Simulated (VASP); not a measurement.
# MnS (Fm-3m) in VASP: notebook

MnS is run at these levels: PBE+U, r2SCAN+U; tasks: single point.

Program: VASP 6.6.1. These are calculated values, not measurements. Logs are shortened: lines on timing, memory, paths and dates and some standing lists are left out, and cuts for length are marked.

## 1. The cell of the first run

The structure is cubic, space group Fm-3m (No. 225). Conventional cell: a = 5.319 Å, b = 5.319 Å, c = 5.319 Å, α = 90.00°, β = 90.00°, γ = 90.00°. Mn (site symmetry m-3m) has 6 S at 2.66 Å within 3.5 Å. S (site symmetry m-3m) has 6 Mn at 2.66 Å within 3.5 Å.

## 2. Single point, PBE+U, collinear spin, ferromagnetic start

Contents of INCAR:

```
PREC = Accurate
ENCUT = 520
EDIFF = 1E-6
ISMEAR = -1
SIGMA = 0.05
LREAL = F
LASPH = T
NELM = 150
ALGO = Normal
ISIF = 2
LWAVE = F
LCHARG = F
ISPIN = 2
MAGMOM = 4 0
LORBIT = 11
LMAXMIX = 4
LDAU = T
LDAUTYPE = 2
LDAUL = 2 -1
LDAUU = 4.5 0
LDAUJ = 0 0
LDAUPRINT = 1
GGA = PE
NBANDS = 20
```

Contents of KPOINTS:

```
regular mesh
0
Gamma
  9 9 9
```

Contents of POSCAR:

```
MnS
1.0
    0.0000000000      2.6595830236      2.6595830236
    2.6595830236      0.0000000000      2.6595830236
    2.6595830236      2.6595830236      0.0000000000
Mn S
1 1
Direct
    0.0000000000      0.0000000000      0.0000000000
    0.5000000000      0.5000000000      0.5000000000
```

Potentials or basis: VASP PAW PBE potentials, release 64 (Mn_pv, S).

Started as:

```console
$ cat potpaw_PBE.64/Mn_pv/POTCAR potpaw_PBE.64/S/POTCAR > POTCAR
$ mpirun -np 1 vasp_std > vasp.out
```

OUTCAR:

```text
PREC = Accurate
   ENCUT = 520
   EDIFF = 1E-6
   ISMEAR = -1
   LREAL = F
   LASPH = T
   NELM = 150
   ISIF = 2
   ISPIN = 2
   LORBIT = 11
   GGA = PE

 ion  position               nearest neighbor table
   1  0.000  0.000  0.000-   2 2.66   2 2.66   2 2.66   2 2.66   2 2.66   2 2.66
   2  0.500  0.500  0.500-   1 2.66   1 2.66   1 2.66   1 2.66   1 2.66   1 2.66

  LATTYP: Found a face centered cubic cell.
 ALAT       =     5.3191660472

  Lattice vectors:

 A1 = (   0.0000000000,   2.6595830236,   2.6595830236)
 A2 = (   2.6595830236,   0.0000000000,   2.6595830236)
 A3 = (   2.6595830236,   2.6595830236,   0.0000000000)

Analysis of symmetry for initial positions (statically):
=====================================================================
 Subroutine PRICEL returns:
 Original cell was already a primitive cell.

 Routine SETGRP: Setting up the symmetry group for a
 face centered cubic supercell.

 Subroutine GETGRP returns: Found 48 space group operations
 (whereof 48 operations were pure point group operations)
 out of a pool of 48 trial point group operations.

The static configuration has the point symmetry O_h .

Analysis of symmetry for dynamics (positions and initial velocities):
=====================================================================
 Subroutine PRICEL returns:
 Original cell was already a primitive cell.

 Routine SETGRP: Setting up the symmetry group for a
 face centered cubic supercell.

 Subroutine GETGRP returns: Found 48 space group operations
 (whereof 48 operations were pure point group operations)
 out of a pool of 48 trial point group operations.

The dynamic configuration has the point symmetry O_h .

Analysis of structural, dynamic, and magnetic symmetry:
=====================================================================
 Subroutine PRICEL returns:
 Original cell was already a primitive cell.

 Routine SETGRP: Setting up the symmetry group for a
 face centered cubic supercell.

 Subroutine GETGRP returns: Found 48 space group operations
 (whereof 48 operations were pure point group operations)
 out of a pool of 48 trial point group operations.

The overall configuration has the point symmetry O_h .

 Subroutine INISYM returns: Found 48 space group operations
 (whereof 48 operations are pure point group operations),
 and found     1 'primitive' translations

----------------------------------------------------------------------------------------

                                     Primitive cell

  volume of cell :      37.6245

  direct lattice vectors                    reciprocal lattice vectors
     0.000000000  2.659583024  2.659583024    -0.187999395  0.187999395  0.187999395
     2.659583024  0.000000000  2.659583024     0.187999395 -0.187999395  0.187999395
     2.659583024  2.659583024  0.000000000     0.187999395  0.187999395 -0.187999395

  length of vectors
     3.761218382  3.761218382  3.761218382     0.325624504  0.325624504  0.325624504

  position of ions in fractional coordinates (direct lattice)
     0.000000000  0.000000000  0.000000000
     0.500000000  0.500000000  0.500000000

  ion indices of the primitive-cell ions
   primitive index   ion index
                 1           1
                 2           2

----------------------------------------------------------------------------------------

 KPOINTS: regular mesh

Automatic generation of k-mesh.
 Grid dimensions read from file:
 generate k-points for:    9    9    9

[... 56 lines left out ...]
   ICHARG =      2    charge: 1-file 2-atom 10-const
   ISPIN  =      2    spin polarized calculation?
   LNONCOLLINEAR =      F non collinear calculations
   LSORBIT =      F    spin-orbit coupling
   LASPH  =      T    aspherical Exc in radial PAW
   ENCUT  =  520.0 eV  38.22 Ry    6.18 a.u.   6.99  6.99  6.99*2*pi/ulx,y,z
   NELM   =    150;   NELMIN=  2; NELMDL= -5     # of ELM steps
   EDIFF  = 0.1E-05   stopping-criterion for ELM
   LREAL  =      F    real-space projection
   EDIFFG = 0.1E-04   stopping-criterion for IOM
   NSW    =      0    number of steps for IOM
   IBRION =     -1    ionic relax: 0-MD 1-quasi-New 2-CG
   NFREE  =      0    steps in history (QN), initial steepest desc. (CG)
   ISIF   =      2    stress and relaxation
   ISYM   =      2    0-nonsym 1-usesym 2-fastsym
   POTIM  = 0.5000    time-step for ionic-motion
   TEBEG  =    0.0;   TEEND  =   0.0 temperature during run
   PSTRESS=    0.0 pullay stress
   NELECT =      19.0000    total number of electrons
   NUPDOWN=      -1.0000    fix difference up-down
   EMIN   =  10.00;   EMAX   =-10.00  energy-range for DOS
   EFERMI =   0.00;   METHOD = LEGACY
   ISMEAR =    -1;   SIGMA  =   0.05  broadening in eV -4-tet -1-fermi 0-gaus
   EFERMI_NEDOS =   21; number of points for ismear=-14 and -15
   IALGO  =     38    algorithm
   IMIX   =      4    mixing-type and parameters
     AMIX     =   0.40;   BMIX     =  1.00
     AMIX_MAG =   1.60;   BMIX_MAG =  1.00
  volume/ion in A,a.u.               =      18.81       126.95
  Fermi-wavevector in a.u.,A,eV,Ry     =   1.303674  2.463587 23.124013  1.699567
  Thomas-Fermi vector in A             =   2.434661
   LORBIT       =     11    0 simple, 1 ext, 2 COOP (PROOUT), +10 PAW based schemes
 LDA+U is selected, type is set to LDAUTYPE =  2
   angular momentum for each species LDAUL =     2   -1
   U (eV)           for each species LDAUU =   4.5  0.0
   J (eV)           for each species LDAUJ =   0.0  0.0
   GGA     = PE    functional components
   LHFCALC =     F    Hartree Fock is set to
   AEXX    =    0.0000 exact exchange contribution
   IVDW    =     0    specifies the selected vdW correction
   LEPSILON=     F    determine dielectric tensor
   LRPA    =     F    only Hartree local field effects (RPA)
 spin polarized calculation
  energy-cutoff  :      520.00
  volume of cell :       37.62
 maximum number of plane-waves:      1022
   NGX = 13   NGY = 13   NGZ = 13

atom =   1  type =  1  l = 2

 onsite density matrix

spin component  1

  0.9368 -0.0000  0.0000 -0.0000  0.0000
 -0.0000  0.9368 -0.0000 -0.0000  0.0000
  0.0000 -0.0000  0.9561 -0.0000 -0.0000
 -0.0000 -0.0000 -0.0000  0.9368  0.0000
  0.0000  0.0000 -0.0000  0.0000  0.9561

spin component  2

  0.0124  0.0000 -0.0000 -0.0000 -0.0000
  0.0000  0.0124  0.0000  0.0000 -0.0000
 -0.0000  0.0000  0.0646  0.0000  0.0000
 -0.0000  0.0000  0.0000  0.0124 -0.0000
 -0.0000 -0.0000  0.0000 -0.0000  0.0646

 occupancies and eigenvectors

  o =  0.0124  v =  0.0000  0.0000  0.0000  0.0000  0.0000  1.0000 -0.0015  0.0000  0.0012  0.0000      0.0000  0.0000  0.0000  0.0000  0.0000  0.0000  0.0000  0.0000  0.0000  0.0000
  o =  0.0124  v =  0.0000  0.0000  0.0000  0.0000  0.0000  0.0012  0.0212  0.0000 -0.9998 -0.0000      0.0000  0.0000  0.0000  0.0000  0.0000  0.0000  0.0000  0.0000  0.0000  0.0000
  o =  0.0124  v =  0.0000  0.0000  0.0000  0.0000  0.0000  0.0015  0.9998 -0.0000  0.0212 -0.0000      0.0000  0.0000  0.0000  0.0000  0.0000  0.0000  0.0000  0.0000  0.0000  0.0000
  o =  0.0646  v =  0.0000  0.0000  0.0000  0.0000  0.0000  0.0000  0.0000  0.0191  0.0000 -0.9998      0.0000  0.0000  0.0000  0.0000  0.0000  0.0000  0.0000  0.0000  0.0000  0.0000
  o =  0.0646  v =  0.0000  0.0000  0.0000  0.0000  0.0000 -0.0000  0.0000  0.9998  0.0000  0.0191      0.0000  0.0000  0.0000  0.0000  0.0000  0.0000  0.0000  0.0000  0.0000  0.0000
  o =  0.9368  v =  0.0000 -0.9385 -0.0000 -0.3453  0.0000  0.0000  0.0000  0.0000  0.0000  0.0000      0.0000  0.0000  0.0000  0.0000  0.0000  0.0000  0.0000  0.0000  0.0000  0.0000
  o =  0.9368  v =  0.0000  0.3453 -0.0000 -0.9385 -0.0000  0.0000  0.0000  0.0000  0.0000  0.0000      0.0000  0.0000  0.0000  0.0000  0.0000  0.0000  0.0000  0.0000  0.0000  0.0000
  o =  0.9368  v =  1.0000  0.0000  0.0000  0.0000  0.0000  0.0000  0.0000  0.0000  0.0000  0.0000      0.0000  0.0000  0.0000  0.0000  0.0000  0.0000  0.0000  0.0000  0.0000  0.0000
  o =  0.9561  v =  0.0000  0.0000 -0.9991  0.0000 -0.0421  0.0000  0.0000  0.0000  0.0000  0.0000      0.0000  0.0000  0.0000  0.0000  0.0000  0.0000  0.0000  0.0000  0.0000  0.0000
  o =  0.9561  v =  0.0000  0.0000 -0.0421  0.0000  0.9991  0.0000  0.0000  0.0000  0.0000  0.0000      0.0000  0.0000  0.0000  0.0000  0.0000  0.0000  0.0000  0.0000  0.0000  0.0000

 number of electron      19.0000010 magnetization       5.0000163

 Free energy of the ion-electron system (eV)
  ---------------------------------------------------
  ext. energy  EPLUGINS =         0.00000000
  ---------------------------------------------------
  free energy    TOTEN  =       -12.86180782 eV

  energy without entropy =      -12.86180760  energy(sigma->0) =      -12.86180771

 E-fermi :   6.1609     XC(G=0): -10.2975

 val. band max:        5.5181196257   @ k =  -0.3333   0.1111   0.0000
 cond. band min:       6.7111480677   @ k =   0.4444   0.4444   0.0000
 fundamental gap:      1.1930284420
 Fermi energy:         6.1609329795

 spin component 1

 k-point     1 :       0.0000    0.0000    0.0000
  band No.  band energies     occupation
      1     -45.0232      1.00000
      2     -45.0232      1.00000
      3     -45.0232      1.00000
      4      -7.9887      1.00000
      5       0.6204      1.00000
      6       0.6204      1.00000
[... 1097 lines left out ...]
     19      20.7897      0.00000
     20      20.8511      0.00000

 [... further k-points ...]
[... 5 lines left out ...]
  --------------------------------------------------------------------------------------
  -------------------------------------------------------------------------------------
  Total       -0.1652951     -0.1652951     -0.1652951     -0.0000000      0.0000000      0.0000000
  in kB       -7.0388224     -7.0388224     -7.0388224     -0.0000000      0.0000000      0.0000000
  external PRESSURE =      -7.0388224 kB  Pullay stress =       0.0000000 kB

 VOLUME and BASIS-vectors are now :
 -----------------------------------------------------------------------------
  energy-cutoff  :      520.00
  volume of cell :       37.62
      direct lattice vectors                 reciprocal lattice vectors
     0.000000000  2.659583024  2.659583024    -0.187999395  0.187999395  0.187999395
     2.659583024  0.000000000  2.659583024     0.187999395 -0.187999395  0.187999395
     2.659583024  2.659583024  0.000000000     0.187999395  0.187999395 -0.187999395

 POSITION                                       TOTAL-FORCE (eV/Angst)
 -----------------------------------------------------------------------------------
      0.00000      0.00000      0.00000         0.000000      0.000000      0.000000
      2.65958      2.65958      2.65958        -0.000000     -0.000000     -0.000000
 -----------------------------------------------------------------------------------
    total drift:                               -0.000000      0.000000      0.000000

  FREE ENERGIE OF THE ION-ELECTRON SYSTEM (eV)
  ---------------------------------------------------
  free  energy   TOTEN  =       -12.8618078168 eV

  energy  without entropy=      -12.8618076005  energy(sigma->0) =      -12.86180771

 total charge

# of ion       s       p       d       tot
------------------------------------------
    1        0.209   6.152   4.873  11.234
    2        1.321   2.441   0.000   3.762
--------------------------------------------------
tot          1.530   8.593   4.873  14.996

 magnetization (x)

# of ion       s       p       d       tot
------------------------------------------
    1        0.047   0.034   4.547   4.629
    2        0.018   0.047   0.000   0.065
--------------------------------------------------
tot          0.066   0.081   4.547   4.694
```

Wall time 22 s (1 thread of Intel Xeon 6975P-C (Granite Rapids), shared host); peak memory 0.19 GiB.

What came out:

```
Free energy                                           : -12.8618 eV
Pressure                                              : -0.7 GPa
Band gap on the k mesh                                : 1.19 eV (least direct gap 2.78 eV)
Net moment                                            : 5.00 μB per cell
Site moments                                          : Mn +4.63; S +0.07 μB
Valence electrons inside the program's atomic spheres : Mn 11.23; S 3.76
```

Levels at points of the mesh, in eV from the valence-band top:
Spin up:
| k point | band 8 | band 9 | band 10 | band 11 | band 12 | band 13 | band 14 | band 15 | band 16 | band 17 |
| --- | --- | --- | --- | --- | --- | --- | --- | --- | --- | --- |
| (0.00, 0.00, 0.00) | -4.87 | -4.87 | -1.12 | -1.12 | -1.12 | 1.81 | 8.65 | 8.65 | 8.65 | 11.01 |
Spin down:
| k point | band 3 | band 4 | band 5 | band 6 | band 7 | band 8 | band 9 | band 10 | band 11 | band 12 |
| --- | --- | --- | --- | --- | --- | --- | --- | --- | --- | --- |
| (0.00, 0.00, 0.00) | -45.60 | -13.28 | -0.98 | -0.98 | -0.98 | 2.59 | 2.59 | 2.59 | 2.60 | 2.60 |

Eigenvalues of the final occupation matrices:
```csv
site,spin,trace,eigenvalues
site 1 d,1,4.72,0.94 0.94 0.94 0.96 0.96
site 1 d,2,0.17,0.01 0.01 0.01 0.06 0.06
```

Caveat: an odd mesh through Γ misses points on the zone boundary, where band edges can lie; a cell with one magnetic atom can't hold antiferromagnetic order, which such compounds often take.

## 3. Single point, r2SCAN+U, collinear spin, ferromagnetic start

This run uses another cell than the first one, of 18.67 Å³/atom.

Contents of POSCAR:

```
MnS
1.0
    0.0000000000      2.6527683454      2.6527683454
    2.6527683454      0.0000000000      2.6527683454
    2.6527683454      2.6527683454      0.0000000000
Mn S
1 1
Direct
    0.0000000000      0.0000000000      0.0000000000
    0.5000000000      0.5000000000      0.5000000000
```

Contents of INCAR.step1:

```
PREC     = Accurate       # precision mode
ENCUT    = 520            # plane-wave cutoff, eV
ISMEAR   = -1             # smearing method
SIGMA    = 0.05           # smearing width, eV
LREAL    = F              # projectors in reciprocal space
LASPH    = T              # aspherical terms in the spheres
NELM     = 150            # most SCF steps
ISPIN    = 2              # spin polarisation
MAGMOM   = 4 0            # initial moments
LMAXMIX  = 4              # l up to which the mixer works
LDAU     = T              # DFT+U
LDAUTYPE = 2            
LDAUL    = 2 -1           # shell
LDAUU    = 4.5 0          # U, eV
LDAUJ    = 0 0          
NBANDS   = 20             # bands
GGA      = PE             # functional
ALGO     = Normal         # electronic algorithm
EDIFF    = 1E-4           # SCF threshold, eV
LWAVE    = T              # write WAVECAR
LCHARG   = F              # write CHGCAR
```

Contents of INCAR.step2:

```
PREC     = Accurate       # precision mode
ENCUT    = 520            # plane-wave cutoff, eV
EDIFF    = 1E-6           # SCF threshold, eV
ISMEAR   = -1             # smearing method
SIGMA    = 0.05           # smearing width, eV
LREAL    = F              # projectors in reciprocal space
LASPH    = T              # aspherical terms in the spheres
NELM     = 150            # most SCF steps
ALGO     = Normal         # electronic algorithm
ISIF     = 2              # what is computed and relaxed
LWAVE    = F              # write WAVECAR
LCHARG   = F              # write CHGCAR
ISPIN    = 2              # spin polarisation
MAGMOM   = 4 0            # initial moments
LORBIT   = 11             # projections on sites
LMAXMIX  = 4              # l up to which the mixer works
LDAU     = T              # DFT+U
LDAUTYPE = 2            
LDAUL    = 2 -1           # shell
LDAUU    = 4.5 0          # U, eV
LDAUJ    = 0 0          
LDAUPRINT= 1            
METAGGA  = R2SCAN         # meta-GGA
LMIXTAU  = T            
NBANDS   = 20             # bands
ISTART   = 1
```

KPOINTS is that of step 2.

Potentials or basis: VASP PAW PBE potentials, release 64 (Mn_pv, S).

Started as:

```console
$ cat potpaw_PBE.64/Mn_pv/POTCAR potpaw_PBE.64/S/POTCAR > POTCAR
$ cp INCAR.step1 INCAR
$ mpirun -np 1 vasp_std > vasp.out
$ cp INCAR.step2 INCAR
$ mpirun -np 1 vasp_std > vasp.out
```

Wall time 70 s (1 thread of Intel Xeon 6975P-C (Granite Rapids), shared host); peak memory 0.2 GiB.

It converged, with:

- Free energy: -23.8718 eV
- Pressure: -0.5 GPa
- Band gap on the k mesh: 1.76 eV (least direct gap 3.43 eV)
- Net moment: 5.00 μB per cell
- Site moments: Mn +4.68; S +0.06 μB
- Valence electrons inside the program's atomic spheres: Mn 11.23; S 3.80

Levels at points of the mesh, in eV from the valence-band top:
Spin up:
```csv
k point,band 9,band 10,band 11,band 12,band 13,band 14,band 15,band 16
"(0.00, 0.00, 0.00)",-5.17,-1.09,-1.09,-1.09,2.51,9.18,9.18,9.18
```
Spin down:
| k point | band 4 | band 5 | band 6 | band 7 | band 8 | band 9 | band 10 | band 11 |
| --- | --- | --- | --- | --- | --- | --- | --- | --- |
| (0.00, 0.00, 0.00) | -13.78 | -0.92 | -0.92 | -0.92 | 3.59 | 3.59 | 3.59 | 3.68 |

Eigenvalues of the final occupation matrices:
| site | spin | trace | eigenvalues |
| --- | --- | --- | --- |
| site 1 d | 1 | 4.75 | 0.94 0.94 0.94 0.96 0.96 |
| site 1 d | 2 | 0.14 | 0.01 0.01 0.01 0.05 0.05 |

Caveat: the PAW data sets were made with another functional, which shifts forces and pressure a little; an odd mesh through Γ misses points on the zone boundary, where band edges can lie; a cell with one magnetic atom can't hold antiferromagnetic order, which such compounds often take.
